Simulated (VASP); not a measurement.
# FeSi (P2_13) in VASP: notebook

The runs below take FeSi through single point, with PBEsol.

Program: VASP 6.6.1. These are calculated values, not measurements. Logs are shortened: lines on timing, memory, paths and dates and some standing lists are left out, and cuts for length are marked.

## 1. The cell of the first run

It takes space group P2_13 (No. 198, cubic). The conventional cell has a = 4.403 Å, b = 4.403 Å, c = 4.403 Å, α = 90.00°, β = 90.00°, γ = 90.00°. Within 3.0 Å of Fe (site symmetry 3) lie 7 Si at 2.26 to 2.47 Å and 6 Fe at 2.70 Å. Within 3.0 Å of Si (site symmetry 3) lie 7 Fe at 2.26 to 2.47 Å and 6 Si at 2.73 Å.

## 2. Single point, PBEsol

INCAR reads:

```
ALGO = Normal
EDIFF = 1E-7
ENCUT = 520
GGA = PS
ISIF = 2
ISMEAR = 0
LASPH = True
LCHARG = True
LELF = True
LREAL = False
LVHAR = True
LWAVE = False
NBANDS = 34
NELM = 100
PREC = Accurate
SIGMA = 0.01
```

KPOINTS reads:

```
k-points
0
Gamma
  8 8 8
```

POSCAR reads:

```
FeSi
1.0
    4.4032778256      0.0000000000      0.0000000000
    0.0000000000      4.4032778256      0.0000000000
    0.0000000000      0.0000000000      4.4032778256
Fe Si
4 4
Direct
    0.1368592065      0.1368592065      0.1368592065
    0.3631407935      0.8631407935      0.6368592065
    0.6368592065      0.3631407935      0.8631407935
    0.8631407935      0.6368592065      0.3631407935
    0.8409915072      0.8409915072      0.8409915072
    0.6590084928      0.1590084928      0.3409915072
    0.3409915072      0.6590084928      0.1590084928
    0.1590084928      0.3409915072      0.6590084928
```

Potentials or basis: VASP PAW PBE potentials, release 64 (Fe, Si).

Command:

```
$ cat potpaw_PBE.64/Fe/POTCAR potpaw_PBE.64/Si/POTCAR > POTCAR
$ mpirun -np 1 vasp_std > vasp.out
```

OUTCAR:

```text
EDIFF = 1E-7
   ENCUT = 520
   GGA = PS
   ISIF = 2
   ISMEAR = 0
   LASPH = True
   LREAL = False
   NELM = 100
   PREC = Accurate

 ion  position               nearest neighbor table
   1  0.137  0.137  0.137-   5 2.26   6 2.29   7 2.29   8 2.29   7 2.47   8 2.47   6 2.47   3 2.70
                             4 2.70   2 2.70   2 2.70   4 2.70   3 2.70
   2  0.363  0.863  0.637-   6 2.26   5 2.29   7 2.29   8 2.29   7 2.47   8 2.47   5 2.47   1 2.70
                             1 2.70   3 2.70   3 2.70   4 2.70   4 2.70
   3  0.637  0.363  0.863-   7 2.26   6 2.29   5 2.29   8 2.29   8 2.47   6 2.47   5 2.47   1 2.70
                             4 2.70   2 2.70   2 2.70   4 2.70   1 2.70
   4  0.863  0.637  0.363-   8 2.26   6 2.29   7 2.29   5 2.29   6 2.47   5 2.47   7 2.47   1 2.70
                             3 2.70   2 2.70   1 2.70   2 2.70   3 2.70
   5  0.841  0.841  0.841-   1 2.26   2 2.29   3 2.29   4 2.29   3 2.47   4 2.47   2 2.47   6 2.73
                             7 2.73   8 2.73   6 2.73   8 2.73   7 2.73
   6  0.659  0.159  0.341-   2 2.26   1 2.29   3 2.29   4 2.29   3 2.47   4 2.47   1 2.47   8 2.73
                             5 2.73   5 2.73   7 2.73   7 2.73   8 2.73
   7  0.341  0.659  0.159-   3 2.26   2 2.29   1 2.29   4 2.29   4 2.47   2 2.47   1 2.47   8 2.73
                             5 2.73   8 2.73   6 2.73   6 2.73   5 2.73
   8  0.159  0.341  0.659-   4 2.26   2 2.29   3 2.29   1 2.29   2 2.47   1 2.47   3 2.47   7 2.73
                             5 2.73   7 2.73   5 2.73   6 2.73   6 2.73

  LATTYP: Found a simple cubic cell.
 ALAT       =     4.4032778256

  Lattice vectors:

 A1 = (   4.4032778256,   0.0000000000,   0.0000000000)
 A2 = (   0.0000000000,   4.4032778256,   0.0000000000)
 A3 = (   0.0000000000,   0.0000000000,   4.4032778256)

Analysis of symmetry for initial positions (statically):
=====================================================================
 Subroutine PRICEL returns:
 Original cell was already a primitive cell.

 Routine SETGRP: Setting up the symmetry group for a
 simple cubic supercell.

 Subroutine GETGRP returns: Found 12 space group operations
 (whereof  3 operations were pure point group operations)
 out of a pool of 48 trial point group operations.

The static configuration has the point symmetry C_3 .
 The point group associated with its full space group is T   .

Analysis of symmetry for dynamics (positions and initial velocities):
=====================================================================
 Subroutine PRICEL returns:
 Original cell was already a primitive cell.

 Routine SETGRP: Setting up the symmetry group for a
 simple cubic supercell.

 Subroutine GETGRP returns: Found 12 space group operations
 (whereof  3 operations were pure point group operations)
 out of a pool of 48 trial point group operations.

The dynamic configuration has the point symmetry C_3 .
 The point group associated with its full space group is T   .

 Subroutine INISYM returns: Found 12 space group operations
 (whereof  3 operations are pure point group operations),
 and found     1 'primitive' translations

----------------------------------------------------------------------------------------

                                     Primitive cell

  volume of cell :      85.3745

  direct lattice vectors                    reciprocal lattice vectors
     4.403277826  0.000000000  0.000000000     0.227103544  0.000000000  0.000000000
     0.000000000  4.403277826  0.000000000     0.000000000  0.227103544  0.000000000
     0.000000000  0.000000000  4.403277826     0.000000000  0.000000000  0.227103544

  length of vectors
     4.403277826  4.403277826  4.403277826     0.227103544  0.227103544  0.227103544

  position of ions in fractional coordinates (direct lattice)
     0.136859206  0.136859206  0.136859206
     0.363140794  0.863140794  0.636859206
     0.636859206  0.363140794  0.863140794
     0.863140794  0.636859206  0.363140794
     0.840991507  0.840991507  0.840991507
     0.659008493  0.159008493  0.340991507
     0.340991507  0.659008493  0.159008493
     0.159008493  0.340991507  0.659008493

  ion indices of the primitive-cell ions
   primitive index   ion index
                 1           1
                 2           2
                 3           3
                 4           4
                 5           5
                 6           6
                 7           7
                 8           8

----------------------------------------------------------------------------------------

 KPOINTS: k-points

Automatic generation of k-mesh.
 Grid dimensions read from file:
 generate k-points for:    8    8    8

 Generating k-lattice:

  Cartesian coordinates                     Fractional coordinates (reciprocal lattice)
     0.028387943  0.000000000  0.000000000     0.125000000  0.000000000  0.000000000
     0.000000000  0.028387943  0.000000000     0.000000000  0.125000000  0.000000000
     0.000000000  0.000000000  0.028387943     0.000000000  0.000000000  0.125000000

  Length of vectors
     0.028387943  0.028387943  0.028387943

  Shift w.r.t. Gamma in fractional coordinates (k-lattice)
     0.000000000  0.000000000  0.000000000

 Subroutine IBZKPT returns following result:
 ===========================================

 Found     45 irreducible k-points:

 Following reciprocal coordinates:
            Coordinates               Weight
  0.000000  0.000000  0.000000      1.000000
  0.125000  0.000000  0.000000      6.000000
  0.250000  0.000000  0.000000      6.000000
  0.375000  0.000000  0.000000      6.000000
  0.500000  0.000000  0.000000      3.000000
  0.125000  0.125000  0.000000     12.000000
[... 16 lines left out ...]
  0.250000  0.125000  0.125000     24.000000
  0.375000  0.125000  0.125000     24.000000
 [... further k-points ...]
   k-points           NKPTS =     45   k-points in BZ     NKDIM =     45   number of bands    NBANDS=     34
   number of dos      NEDOS =    301   number of ions     NIONS =      8
   total plane-waves  NPLWV =  46656
   dimension x,y,z NGX =    36 NGY =   36 NGZ =   36
   dimension x,y,z NGXF=    72 NGYF=   72 NGZF=   72
   ions per type =               4   4
   NGX,Y,Z   is equivalent  to a cutoff of  13.59, 13.59, 13.59 a.u.
   NGXF,Y,Z  is equivalent  to a cutoff of  27.18, 27.18, 27.18 a.u.
 SYSTEM =  unknown system
   PREC   = accura    normal or accurate (medium, high low for compatibility)
   ISTART =      0    job   : 0-new  1-cont  2-samecut
   ICHARG =      2    charge: 1-file 2-atom 10-const
   ISPIN  =      1    spin polarized calculation?
   LNONCOLLINEAR =      F non collinear calculations
   LSORBIT =      F    spin-orbit coupling
   LASPH  =      T    aspherical Exc in radial PAW
   ENCUT  =  520.0 eV  38.22 Ry    6.18 a.u.   8.19  8.19  8.19*2*pi/ulx,y,z
   NELM   =    100;   NELMIN=  2; NELMDL= -5     # of ELM steps
   EDIFF  = 0.1E-06   stopping-criterion for ELM
   LREAL  =      F    real-space projection
   EDIFFG = 0.1E-05   stopping-criterion for IOM
   NSW    =      0    number of steps for IOM
   IBRION =     -1    ionic relax: 0-MD 1-quasi-New 2-CG
   NFREE  =      0    steps in history (QN), initial steepest desc. (CG)
   ISIF   =      2    stress and relaxation
   ISYM   =      2    0-nonsym 1-usesym 2-fastsym
   POTIM  = 0.5000    time-step for ionic-motion
   TEBEG  =    0.0;   TEEND  =   0.0 temperature during run
   PSTRESS=    0.0 pullay stress
   NELECT =      48.0000    total number of electrons
   NUPDOWN=      -1.0000    fix difference up-down
   EMIN   =  10.00;   EMAX   =-10.00  energy-range for DOS
   EFERMI =   0.00;   METHOD = LEGACY
   ISMEAR =     0;   SIGMA  =   0.01  broadening in eV -4-tet -1-fermi 0-gaus
   EFERMI_NEDOS =   21; number of points for ismear=-14 and -15
   IALGO  =     38    algorithm
   IMIX   =      4    mixing-type and parameters
     AMIX     =   0.40;   BMIX     =  1.00
     AMIX_MAG =   1.60;   BMIX_MAG =  1.00
  volume/ion in A,a.u.               =      10.67        72.02
  Fermi-wavevector in a.u.,A,eV,Ry     =   1.351178  2.553356 24.839903  1.825681
  Thomas-Fermi vector in A             =   2.478621
   LORBIT       =      0    0 simple, 1 ext, 2 COOP (PROOUT), +10 PAW based schemes
   GGA     = PS    functional components
   LHFCALC =     F    Hartree Fock is set to
   AEXX    =    0.0000 exact exchange contribution
   IVDW    =     0    specifies the selected vdW correction
   LEPSILON=     F    determine dielectric tensor
   LRPA    =     F    only Hartree local field effects (RPA)
 non-spin polarized calculation
 Gauss-broadening in eV      SIGMA  =   0.01
  energy-cutoff  :      520.00
  volume of cell :       85.37
 maximum number of plane-waves:      2325
 NGX is ok and might be reduce to    36
   NGX = 17   NGY = 17   NGZ = 17

 number of electron      48.0000004 magnetization

 Free energy of the ion-electron system (eV)
  ---------------------------------------------------
  ext. energy  EPLUGINS =         0.00000000
  ---------------------------------------------------
  free energy    TOTEN  =       -63.82189542 eV

  energy without entropy =      -63.82189542  energy(sigma->0) =      -63.82189542

 E-fermi :  10.0629     XC(G=0): -13.0506

 val. band max:       10.0171137378   @ k =   0.2500   0.1250   0.1250
 cond. band min:      10.1596117463   @ k =   0.3750   0.1250   0.1250
 fundamental gap:      0.1424980085
 Fermi energy:        10.0628831472

 k-point     1 :       0.0000    0.0000    0.0000
  band No.  band energies     occupation
      1      -3.4671      2.00000
      2       2.0002      2.00000
      3       2.0002      2.00000
      4       2.0002      2.00000
      5       4.8243      2.00000
      6       4.8243      2.00000
[... 26 lines left out ...]
     33      14.4814      0.00000
     34      14.4814      0.00000
[... 820 lines left out ...]
      4       2.9798      2.00000
      5       3.8236      2.00000
      6       4.5892      2.00000
[... 26 lines left out ...]
     33      14.4220      0.00000
     34      15.1278      0.00000

 [... further k-points ...]

------------------------ aborting loop because EDIFF is reached ----------------------------------------

  FORCE on cell =-STRESS in cart. coord.  units (eV):
  Direction    XX          YY          ZZ          XY          YZ          ZX
  --------------------------------------------------------------------------------------
  -------------------------------------------------------------------------------------
  Total        0.3482779      0.3482779      0.3482779     -0.0000000     -0.0000000     -0.0000000
  in kB        6.5359436      6.5359436      6.5359436     -0.0000000     -0.0000000     -0.0000000
  external PRESSURE =       6.5359436 kB  Pullay stress =       0.0000000 kB

 VOLUME and BASIS-vectors are now :
 -----------------------------------------------------------------------------
  energy-cutoff  :      520.00
  volume of cell :       85.37
      direct lattice vectors                 reciprocal lattice vectors
     4.403277826  0.000000000  0.000000000     0.227103544  0.000000000  0.000000000
     0.000000000  4.403277826  0.000000000     0.000000000  0.227103544  0.000000000
     0.000000000  0.000000000  4.403277826     0.000000000  0.000000000  0.227103544

 POSITION                                       TOTAL-FORCE (eV/Angst)
 -----------------------------------------------------------------------------------
      0.60263      0.60263      0.60263         0.027096      0.027096      0.027096
      1.59901      3.80065      2.80427        -0.027096     -0.027096      0.027096
      2.80427      1.59901      3.80065         0.027096     -0.027096     -0.027096
      3.80065      2.80427      1.59901        -0.027096      0.027096     -0.027096
      3.70312      3.70312      3.70312         0.003769      0.003769      0.003769
      2.90180      0.70016      1.50148        -0.003769     -0.003769      0.003769
      1.50148      2.90180      0.70016         0.003769     -0.003769     -0.003769
      0.70016      1.50148      2.90180        -0.003769      0.003769     -0.003769
 -----------------------------------------------------------------------------------
    total drift:                               -0.000001     -0.000001     -0.000000

  FREE ENERGIE OF THE ION-ELECTRON SYSTEM (eV)
  ---------------------------------------------------
  free  energy   TOTEN  =       -63.8218954157 eV

  energy  without entropy=      -63.8218954157  energy(sigma->0) =      -63.82189542
```

Run time: 59 s. Hardware: 1 thread of Intel Xeon 6975P-C (Granite Rapids), shared host; peak memory 0.25 GiB.

What came out:

* Free energy: -63.8219 eV
* Pressure: 0.7 GPa
* Largest force: 0.047 eV/Å
* Band gap on the k mesh: 0.14 eV, indirect (least direct gap 0.16 eV)

Forces on the atoms (eV/Å):
```
Fe   0.027  0.027  0.027
Fe  -0.027 -0.027  0.027
Fe   0.027 -0.027 -0.027
Fe  -0.027  0.027 -0.027
Si   0.004  0.004  0.004
Si  -0.004 -0.004  0.004
Si   0.004 -0.004 -0.004
Si  -0.004  0.004 -0.004
```

Levels at points of the mesh, in eV from the valence-band top:
```
           k point  band 21  band 22  band 23  band 24  band 25  band 26  band 27  band 28
(0.00, 0.00, 0.00)    -0.29    -0.29    -0.04    -0.04     0.68     0.68     0.68     3.20
(0.50, 0.00, 0.00)    -0.39    -0.39    -0.01    -0.01     0.18     0.18     1.78     1.78
(0.50, 0.50, 0.00)    -1.06    -1.06    -0.37    -0.37     0.65     0.65     1.35     1.35
(0.50, 0.50, 0.50)    -0.69    -0.69    -0.69    -0.69     0.49     0.49     0.49     0.49
```

Caveat: the PAW data sets were made with another functional, which shifts forces and pressure a little. A k mesh can miss the band edges.

## 3. Single point, PBEsol

INCAR reads:

```
SYSTEM = FeSi
  PREC = Accurate
  ENCUT = 520
  EDIFF = 1E-6
  ISMEAR = 0
  SIGMA = 0.01
  LREAL = .False.
  LASPH = .True.
  NELM = 80
  ALGO = Normal
  ISIF = 2
  LWAVE = .False.
  LCHARG = .True.
  GGA = PS
  LELF = .True.
  LVHAR = .True.
  NBANDS = 34
```

KPOINTS reads:

```
Automatic mesh
0
Gamma
  8 8 8
  0 0 0
```

POSCAR is that of step 2.

Potentials or basis: VASP PAW PBE potentials, release 64 (Fe, Si).

Command:

```
$ cat potpaw_PBE.64/Fe/POTCAR potpaw_PBE.64/Si/POTCAR > POTCAR
$ mpirun -np 1 vasp_std > vasp.out
```

It took 57 s on 1 thread of Intel Xeon 6975P-C (Granite Rapids), shared host; peak memory 0.25 GiB.

It converged, with:

```yaml
Free_energy: -63.8219 eV
Pressure: 0.7 GPa
Largest_force: 0.047 eV/Å
Band_gap_on_the_k_mesh: 0.14 eV, indirect (least direct gap 0.16 eV)
```

Forces on the atoms (eV/Å):
```
Fe   0.027  0.027  0.027
Fe  -0.027 -0.027  0.027
Fe   0.027 -0.027 -0.027
Fe  -0.027  0.027 -0.027
Si   0.004  0.004  0.004
Si  -0.004 -0.004  0.004
Si   0.004 -0.004 -0.004
Si  -0.004  0.004 -0.004
```

Levels at points of the mesh, in eV from the valence-band top:
```
           k point  band 21  band 22  band 23  band 24  band 25  band 26  band 27  band 28
(0.00, 0.00, 0.00)    -0.29    -0.29    -0.04    -0.04     0.68     0.68     0.68     3.20
(0.50, 0.00, 0.00)    -0.39    -0.39    -0.01    -0.01     0.18     0.18     1.78     1.78
(0.50, 0.50, 0.00)    -1.06    -1.06    -0.37    -0.37     0.65     0.65     1.35     1.35
(0.50, 0.50, 0.50)    -0.69    -0.69    -0.69    -0.69     0.49     0.49     0.49     0.49
```

Caveat: the PAW data sets were made with another functional, which shifts forces and pressure a little. A k mesh can miss the band edges.

## 4. Single point, PBEsol (volume scaled by 1.03, then relaxed in part)

INCAR reads:

```
ALGO     = Normal         # electronic algorithm
EDIFF    = 1E-6           # SCF threshold, eV
ENCUT    = 520            # plane-wave cutoff, eV
GGA      = PS             # functional
ISIF     = 2              # what is computed and relaxed
ISMEAR   = 0              # smearing method
LASPH    = True           # aspherical terms in the spheres
LCHARG   = True           # write CHGCAR
LELF     = True           # ELF
LREAL    = False          # projectors in reciprocal space
LVHAR    = True         
LWAVE    = False          # write WAVECAR
NBANDS   = 34             # bands
NELM     = 100            # most SCF steps
PREC     = Accurate       # precision mode
SIGMA    = 0.01           # smearing width, eV
```

KPOINTS reads:

```
k-points
0
Gamma
  8 8 8
```

POSCAR reads:

```
FeSi
1.0
    4.4468774713      0.0000000000      0.0000000000
    0.0000000000      4.4468774713      0.0000000000
    0.0000000000      0.0000000000      4.4468774713
Fe Si
4 4
Direct
    0.1354904324      0.1354904324      0.1354904324
    0.3645095676      0.8645095676      0.6354904324
    0.6354904324      0.3645095676      0.8645095676
    0.8645095676      0.6354904324      0.3645095676
    0.8403651272      0.8403651272      0.8403651272
    0.6596348728      0.1596348728      0.3403651272
    0.3403651272      0.6596348728      0.1596348728
    0.1596348728      0.3403651272      0.6596348728
```

Command:

```
$ cat potpaw_PBE.64/Fe/POTCAR potpaw_PBE.64/Si/POTCAR > POTCAR
$ mpirun -np 1 vasp_std > vasp.out
```

It took 55 s on 1 thread of Intel Xeon 6975P-C (Granite Rapids), shared host; peak memory 0.25 GiB.

It converged, with:

- Free energy: -63.7755 eV
- Pressure: -6.0 GPa
- Largest force: 0.045 eV/Å
- Band gap on the k mesh: 0.15 eV, indirect (least direct gap 0.16 eV)

Forces in eV/Å, atoms in the order of the input:
```
Fe   0.026  0.026  0.026
Fe  -0.026 -0.026  0.026
Fe   0.026 -0.026 -0.026
Fe  -0.026  0.026 -0.026
Si   0.005  0.005  0.005
Si  -0.005 -0.005  0.005
Si   0.005 -0.005 -0.005
Si  -0.005  0.005 -0.005
```

Levels at points of the mesh, in eV from the valence-band top:
```csv
k point,band 20,band 21,band 22,band 23,band 24,band 25,band 26,band 27,band 28,band 29
"(0.00, 0.00, 0.00)",-0.28,-0.28,-0.28,-0.03,-0.03,0.65,0.65,0.65,3.06,3.06
"(0.50, 0.00, 0.00)",-1.24,-0.37,-0.37,-0.01,-0.01,0.19,0.19,1.72,1.72,2.24
"(0.50, 0.50, 0.00)",-1.28,-1.02,-1.02,-0.35,-0.35,0.63,0.63,1.29,1.29,2.72
"(0.50, 0.50, 0.50)",-0.74,-0.66,-0.66,-0.66,-0.66,0.48,0.48,0.48,0.48,5.65
```

Caveat: the PAW data sets were made with another functional, which shifts forces and pressure a little.

(Continued in part 2 of 2.)
